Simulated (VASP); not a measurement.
Runs of VASP 6.6.1 on PbF2. It takes space group Imm2 (No. 44, orthorhombic). The conventional cell has a = 4.183 Å, b = 4.183 Å, c = 5.916 Å, α = 90.00°, β = 90.00°, γ = 90.00°. Within 3.3 Å of Pb (site symmetry mm2) lie 8 F at 2.53 to 2.59 Å. Within 3.3 Å of F (site symmetry mm2) lie 4 Pb at 2.53 to 2.59 Å and 6 F at 2.91 to 3.01 Å. Within 3.4 Å of F (site symmetry mm2) lie 4 Pb at 2.56 Å and 6 F at 2.91 to 3.01 Å. 

```csv
level,potentials or basis,k mesh,cutoff (eV),smearing,gap on the mesh (eV),pressure (GPa)
PBE,"VASP PAW PBE potentials, release 64 (Pb_d, F)",2 × 2 × 2,600,gaussian 0.1 eV,4.40,3.5
PBE,"VASP PAW PBE potentials, release 64 (Pb_d, F)",4 × 4 × 4,520,fermi-dirac 0.00861733 eV,4.41,(a)
PBE,"VASP PAW PBE potentials, release 64 (Pb_d, F)",4 × 4 × 4,600,fermi-dirac 0.025852 eV,4.42,2.9
PBE,"VASP PAW PBE potentials, release 64 (Pb_d, F)",4 × 4 × 4,600,gaussian 0.01 eV,4.42,2.9
PBE,"VASP PAW PBE potentials, release 64 (Pb_d, F)",4 × 4 × 4,600,tetrahedron,4.42,2.9
BLYP,"VASP PAW PBE potentials, release 64 (Pb_d, F)",4 × 4 × 4,520,gaussian 0.1 eV,4.49,(b)
PBE+D3(BJ),"VASP PAW PBE potentials, release 64 (Pb_d, F)",2 × 2 × 2,600,gaussian 0.1 eV,(c),2.0
LDA,"VASP PAW LDA potentials, release 64 (Pb_d, F)",4 × 4 × 4,600,gaussian 0.1 eV,4.22,-4.2
```

Alike in all rows: task single point; no spin polarisation; cell as given.

Task: Fill in the values left out.

Result: (a) 3.0; (b) 5.5; (c) 4.44.

Caveats: all runs use coarse meshes; spin-orbit coupling is left out, which moves the levels of the heavy elements; the PAW data sets were made with another functional, which shifts forces and pressure a little (some runs).

A k mesh can miss the band edges, and the runs leave out spin-orbit coupling on Pb.
